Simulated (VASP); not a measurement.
# TaN (Fm-3m) in VASP: further runs, part 2 of 2

VASP 6.6.1.

## (3) Single point, PBE, collinear spin, ferromagnetic start

Input file INCAR:

```
SYSTEM = TaN
ALGO = Normal ; EDIFF = 1E-6
ENCUT = 520 ; GGA = PE
ISIF = 2 ; ISMEAR = 0
ISPIN = 2 ; LASPH = .TRUE.
LCHARG = .FALSE. ; LMAXMIX = 4
LORBIT = 11 ; LREAL = .FALSE.
LWAVE = .FALSE. ; MAGMOM = 1 0
NBANDS = 19 ; NELM = 150
PREC = Accurate ; SIGMA = 0.1
```

Input file KPOINTS:

```
k-points
0
G
  8 8 8
  0 0 0
```

Input file POSCAR:

```
TaN
1.0
    0.0000000000      2.1790000000      2.1790000000
    2.1790000000      0.0000000000      2.1790000000
    2.1790000000      2.1790000000      0.0000000000
Ta N
1 1
Direct
    0.5000000000      0.5000000000      0.5000000000
    0.0000000000      0.0000000000      0.0000000000
```

Potentials or basis: VASP PAW PBE potentials, release 64 (Ta_pv, N).

On the command line:

```sh
$ cat potpaw_PBE.64/Ta_pv/POTCAR potpaw_PBE.64/N/POTCAR > POTCAR
$ mpirun -np 1 vasp_std > vasp.out
```

OUTCAR:

```text
SYSTEM = TaN
   EDIFF = 1E-6
   ENCUT = 520
   GGA = PE
   ISIF = 2
   ISMEAR = 0
   ISPIN = 2
   LASPH = .TRUE.
   LORBIT = 11
   LREAL = .FALSE.
   NELM = 150
   PREC = Accurate

 ion  position               nearest neighbor table
   1  0.500  0.500  0.500-   2 2.18   2 2.18   2 2.18   2 2.18   2 2.18   2 2.18
   2  0.000  0.000  0.000-   1 2.18   1 2.18   1 2.18   1 2.18   1 2.18   1 2.18

  LATTYP: Found a face centered cubic cell.
 ALAT       =     4.3580000000

  Lattice vectors:

 A1 = (   0.0000000000,   2.1790000000,   2.1790000000)
 A2 = (   2.1790000000,   0.0000000000,   2.1790000000)
 A3 = (   2.1790000000,   2.1790000000,   0.0000000000)

Analysis of symmetry for initial positions (statically):
=====================================================================
 Subroutine PRICEL returns:
 Original cell was already a primitive cell.

 Routine SETGRP: Setting up the symmetry group for a
 face centered cubic supercell.

 Subroutine GETGRP returns: Found 48 space group operations
 (whereof 48 operations were pure point group operations)
 out of a pool of 48 trial point group operations.

The static configuration has the point symmetry O_h .

Analysis of symmetry for dynamics (positions and initial velocities):
=====================================================================
 Subroutine PRICEL returns:
 Original cell was already a primitive cell.

 Routine SETGRP: Setting up the symmetry group for a
 face centered cubic supercell.

 Subroutine GETGRP returns: Found 48 space group operations
 (whereof 48 operations were pure point group operations)
 out of a pool of 48 trial point group operations.

The dynamic configuration has the point symmetry O_h .

Analysis of structural, dynamic, and magnetic symmetry:
=====================================================================
 Subroutine PRICEL returns:
 Original cell was already a primitive cell.

 Routine SETGRP: Setting up the symmetry group for a
 face centered cubic supercell.

 Subroutine GETGRP returns: Found 48 space group operations
 (whereof 48 operations were pure point group operations)
[... 143 lines left out ...]

 Free energy of the ion-electron system (eV)
  ---------------------------------------------------
  ext. energy  EPLUGINS =         0.00000000
  ---------------------------------------------------
  free energy    TOTEN  =       -21.75985647 eV

  energy without entropy =      -21.75678015  energy(sigma->0) =      -21.75831831

 E-fermi :   9.9163     XC(G=0): -13.5878

 val. band max:        9.8406593769   @ k =  -0.2500   0.3750   0.1250
 cond. band min:       9.9347108791   @ k =   0.0000   0.0000   0.0000
 fundamental gap:      0.0940515022
 Fermi energy:         9.9162940445

 spin component 1

 k-point     1 :       0.0000    0.0000    0.0000
  band No.  band energies     occupation
      1     -25.8560      1.00000
      2     -25.8560      1.00000
      3     -25.8560      1.00000
      4      -9.2291      1.00000
      5       5.9563      1.00000
      6       5.9563      1.00000
[... 517 lines left out ...]
     18      32.0043      0.00000
     19      32.0327      0.00000

 [... further k-points ...]

 spin component 2

 k-point     1 :       0.0000    0.0000    0.0000
  band No.  band energies     occupation
      1     -25.8559      1.00000
      2     -25.8559      1.00000
      3     -25.8559      1.00000
      4      -9.2290      1.00000
      5       5.9564      1.00000
      6       5.9564      1.00000
[... 517 lines left out ...]
     18      32.0044      0.00000
     19      32.0327      0.00000

 [... further k-points ...]
[... 5 lines left out ...]
  --------------------------------------------------------------------------------------
  -------------------------------------------------------------------------------------
  Total        2.0264161      2.0264161      2.0264161      0.0000000     -0.0000000     -0.0000000
  in kB      156.9052683    156.9052683    156.9052683      0.0000000     -0.0000000     -0.0000000
  external PRESSURE =     156.9052683 kB  Pullay stress =       0.0000000 kB

 VOLUME and BASIS-vectors are now :
 -----------------------------------------------------------------------------
  energy-cutoff  :      520.00
  volume of cell :       20.69
      direct lattice vectors                 reciprocal lattice vectors
     0.000000000  2.179000000  2.179000000    -0.229463056  0.229463056  0.229463056
     2.179000000  0.000000000  2.179000000     0.229463056 -0.229463056  0.229463056
     2.179000000  2.179000000  0.000000000     0.229463056  0.229463056 -0.229463056

 POSITION                                       TOTAL-FORCE (eV/Angst)
 -----------------------------------------------------------------------------------
      2.17900      2.17900      2.17900        -0.000000     -0.000000     -0.000000
      0.00000      0.00000      0.00000         0.000000      0.000000      0.000000
 -----------------------------------------------------------------------------------
    total drift:                                0.000000     -0.000000     -0.000000

  FREE ENERGIE OF THE ION-ELECTRON SYSTEM (eV)
  ---------------------------------------------------
  free  energy   TOTEN  =       -21.7598564659 eV

  energy  without entropy=      -21.7567801540  energy(sigma->0) =      -21.75831831

 total charge

# of ion       s       p       d       tot
------------------------------------------
    1        0.279   6.237   2.494   9.010
    2        1.230   2.564   0.000   3.795
--------------------------------------------------
tot          1.510   8.801   2.494  12.805

 magnetization (x)

# of ion       s       p       d       tot
------------------------------------------
    1       -0.000  -0.000  -0.000  -0.000
    2       -0.000   0.000   0.000   0.000
--------------------------------------------------
tot         -0.000   0.000  -0.000  -0.000
```

OSZICAR:

```text
N       E                     dE             d eps       ncg     rms          rms(c)
DAV:   1     0.986866593474E+02    0.98687E+02   -0.79697E+03  2220   0.873E+02
DAV:   2    -0.215317680394E+02   -0.12022E+03   -0.11355E+03  2570   0.270E+02
DAV:   3    -0.246691281115E+02   -0.31374E+01   -0.30966E+01  2568   0.393E+01
DAV:   4    -0.246788876652E+02   -0.97596E-02   -0.97576E-02  2498   0.231E+00
DAV:   5    -0.246789077776E+02   -0.20112E-04   -0.20112E-04  2479   0.106E-01    0.263E+01
DAV:   6    -0.218494543269E+02    0.28295E+01   -0.39901E+00  2579   0.209E+01    0.109E+01
DAV:   7    -0.217929325611E+02    0.56522E-01   -0.41671E-01  2288   0.497E+00    0.767E+00
DAV:   8    -0.217681191007E+02    0.24813E-01   -0.88979E-02  2366   0.242E+00    0.205E+00
DAV:   9    -0.217605136617E+02    0.76054E-02   -0.63428E-03  2323   0.619E-01    0.466E-01
DAV:  10    -0.217599114518E+02    0.60221E-03   -0.17503E-03  2460   0.323E-01    0.264E-01
DAV:  11    -0.217599330232E+02   -0.21571E-04   -0.12985E-04  2372   0.120E-01    0.561E-02
DAV:  12    -0.217598571893E+02    0.75834E-04   -0.13976E-05  2366   0.405E-02    0.163E-02
DAV:  13    -0.217598564659E+02    0.72341E-06   -0.71088E-07  1910   0.743E-03
   1 F= -.21759856E+02 E0= -.21758318E+02  d E =-.307631E-02  mag=    -0.0001
```

stdout:

```text
POSCAR found type information on POSCAR TaN
 POSCAR found :  2 types and       2 ions
 scaLAPACK will be used
 LDA part: xc-table for (Slater+PW92), standard interpolation
 POSCAR, INCAR and KPOINTS ok, starting setup
 FFT: planning ... GRIDC
 FFT: planning ... GRID_SOFT
 FFT: planning ... GRID
 WAVECAR not read
 entering main loop
```

Run time: 8.7 s. Hardware: 1 thread of Intel Xeon 6975P-C (Granite Rapids), shared host; peak memory 0.16 GiB.

What came out:

```
Free energy                                           : -21.7599 eV
Pressure                                              : 15.7 GPa
Band gap on the k mesh                                : zero (filled and empty bands overlap)
Net moment                                            : 0.00 μB per cell
Valence electrons inside the program's atomic spheres : Ta 9.01; N 3.79
```

Levels at points of the mesh, in eV from the Fermi level:
Spin up:
```tsv
k point	band 4	band 5	band 6	band 7	band 8	band 9	band 10	band 11	band 12	band 13
(0.00, 0.00, 0.00)	-19.15	-3.96	-3.96	-3.96	-2.24	-2.24	-2.24	0.02	0.02	1.70
(0.50, 0.00, 0.00)	-15.96	-10.66	-7.83	-7.83	1.94	1.94	2.03	3.86	7.77	7.77
(0.50, 0.50, 0.00)	-17.88	-6.76	-5.71	-4.76	-4.76	2.16	3.65	3.65	4.78	7.08
```
Spin down:
| k point | band 6 | band 7 | band 8 | band 9 | band 10 | band 11 |
| --- | --- | --- | --- | --- | --- | --- |
| (0.00, 0.00, 0.00) | -3.96 | -3.96 | -2.24 | -2.24 | -2.24 | 0.02 |
| (0.50, 0.00, 0.00) | -7.83 | -7.83 | 1.94 | 1.94 | 2.03 | 3.86 |
| (0.50, 0.50, 0.00) | -5.71 | -4.76 | -4.76 | 2.16 | 3.65 | 3.65 |

Caveat: spin-orbit coupling is left out, which moves the levels of the heavy elements.

## (4) Single point, PBE

This run uses another cell than the first one, of 10.77 Å³/atom, 1.041 times its volume.

Input file INCAR:

```
PREC = Accurate
ENCUT = 520
EDIFF = 1E-6
ISMEAR = 0
SIGMA = 0.1
LREAL = False
LASPH = True
NELM = 80
ALGO = Normal
ISIF = 2
LWAVE = False
LCHARG = False
GGA = PE
NBANDS = 15
```

Input file KPOINTS:

```
Automatic mesh
0
Gamma
  16 16 16
```

Input file POSCAR:

```
TaN
1.0
    0.0000000000      2.2086347772      2.2086347772
    2.2086347772      0.0000000000      2.2086347772
    2.2086347772      2.2086347772      0.0000000000
Ta N
1 1
Direct
    0.5000000000      0.5000000000      0.5000000000
    0.0000000000      0.0000000000      0.0000000000
```

On the command line:

```sh
$ cat potpaw_PBE.64/Ta_pv/POTCAR potpaw_PBE.64/N/POTCAR > POTCAR
$ mpirun -np 1 vasp_std > vasp.out
```

Run time: 13 s. Hardware: 1 thread of Intel Xeon 6975P-C (Granite Rapids), shared host; peak memory 0.17 GiB.

The run converged. Its results:

```yaml
Free_energy: -21.8264 eV
Pressure: 0.8 GPa
Band_gap_on_the_k_mesh: zero (band 8 reaches 11.26 eV, above the bottom of band 9 at 7.33 eV)
```

Levels at points of the mesh, in eV from the Fermi level:
| k point | band 5 | band 6 | band 7 | band 8 | band 9 | band 10 | band 11 | band 12 |
| --- | --- | --- | --- | --- | --- | --- | --- | --- |
| (0.00, 0.00, 0.00) | -3.78 | -3.78 | -3.78 | -2.06 | -2.06 | -2.06 | 0.07 | 0.07 |
| (0.50, 0.00, 0.00) | -10.26 | -7.47 | -7.47 | 1.87 | 1.87 | 1.96 | 3.79 | 7.40 |
| (0.50, 0.50, 0.00) | -6.61 | -5.37 | -4.60 | -4.60 | 2.08 | 3.48 | 3.48 | 4.40 |

Caveat: spin-orbit coupling is left out, which moves the levels of the heavy elements.

## (5) Relaxation of cell and atoms, PBE

This run uses another cell than the first one, of 10.78 Å³/atom, 1.042 times its volume.

Input file INCAR:

```
  PREC = Accurate
  ENCUT = 600
  EDIFF = 1E-6
  ISMEAR = 0
  SIGMA = 0.1
  LREAL = False
  LASPH = True
  NELM = 80
  ALGO = Normal
  ISIF = 3
  LWAVE = False
  LCHARG = False
  GGA = PE
  IBRION = 2
  NSW = 100
  EDIFFG = -0.005
```

KPOINTS is that of step 4.

Input file POSCAR:

```
TaN
1.0
    0.0000000000      2.2090701141      2.2090701141
    2.2090701141      0.0000000000      2.2090701141
    2.2090701141      2.2090701141      0.0000000000
Ta N
1 1
Direct
    0.5000000000      0.5000000000      0.5000000000
    0.0000000000      0.0000000000      0.0000000000
```

On the command line:

```sh
$ cat potpaw_PBE.64/Ta_pv/POTCAR potpaw_PBE.64/N/POTCAR > POTCAR
$ mpirun -np 1 vasp_std > vasp.out
```

Wall time 40 s (1 thread of Intel Xeon 6975P-C (Granite Rapids), shared host); peak memory 0.21 GiB.

It converged, with:

- Free energy: -21.8288 eV
- Relaxed volume: 10.79 Å³/atom
- Relaxed cell: a = 3.125 Å, b = 3.125 Å, c = 3.125 Å, α = 60.00°, β = 60.00°, γ = 60.00°
- Space group after relaxing (to 0.05 Å): Fm-3m (No. 225)
- Energy gained by relaxing: 0.0 meV/atom
- Ionic steps: 3
- Pressure after relaxing: 0.0 GPa
- Band gap on the k mesh: zero (band 8 reaches 11.23 eV, above the bottom of band 9 at 7.31 eV)

Final structure:
```cif
data_structure
_symmetry_space_group_name_H-M 'P 1'
_symmetry_Int_Tables_number 1
_cell_length_a 3.1255
_cell_length_b 3.1255
_cell_length_c 3.1255
_cell_angle_alpha 60.000
_cell_angle_beta 60.000
_cell_angle_gamma 60.000
_cell_volume 21.59
loop_
_atom_site_label
_atom_site_type_symbol
_atom_site_fract_x
_atom_site_fract_y
_atom_site_fract_z
_atom_site_occupancy
Ta1 Ta 0.50000 0.50000 0.50000 1
N1 N 0.00000 0.00000 0.00000 1
```

Levels at points of the mesh, in eV from the Fermi level:
```csv
k point,band 6,band 7,band 8,band 9,band 10,band 11
"(0.00, 0.00, 0.00)",-3.78,-3.78,-2.06,-2.06,-2.06,0.07
"(0.50, 0.00, 0.00)",-7.46,-7.46,1.86,1.86,1.95,3.78
"(0.50, 0.50, 0.00)",-5.36,-4.60,-4.60,2.08,3.47,3.47
```

Caveat: spin-orbit coupling is left out, which moves the levels of the heavy elements.

## (6) Summary

```tsv
task	spin	cell	k mesh	cutoff (eV)	gap on the mesh (eV)	pressure (GPa)	relaxed volume (Å³/atom)
relaxation of cell and atoms	off	relaxed from a = 3.082 Å, angles 60.0°, 2 atoms	8 × 8 × 8	600	none	-0.5	10.82
single point	collinear, ferromagnetic start	a = 3.082 Å, angles 60.0°, 2 atoms	8 × 8 × 8	520	none	15.7	-
single point	off	a = 3.123 Å, angles 60.0°, 2 atoms	16 × 16 × 16	520	none	0.8	-
relaxation of cell and atoms	off	relaxed from a = 3.124 Å, angles 60.0°, 2 atoms	16 × 16 × 16	600	none	0.0	10.79
```

Alike in all rows: level PBE; potentials or basis VASP PAW PBE potentials, release 64 (Ta_pv, N); smearing gaussian 0.1 eV.

Caveats: spin-orbit coupling is left out, which moves the levels of the heavy elements.

Total energies depend on the potentials used, so only differences within one code and one set of settings carry meaning.
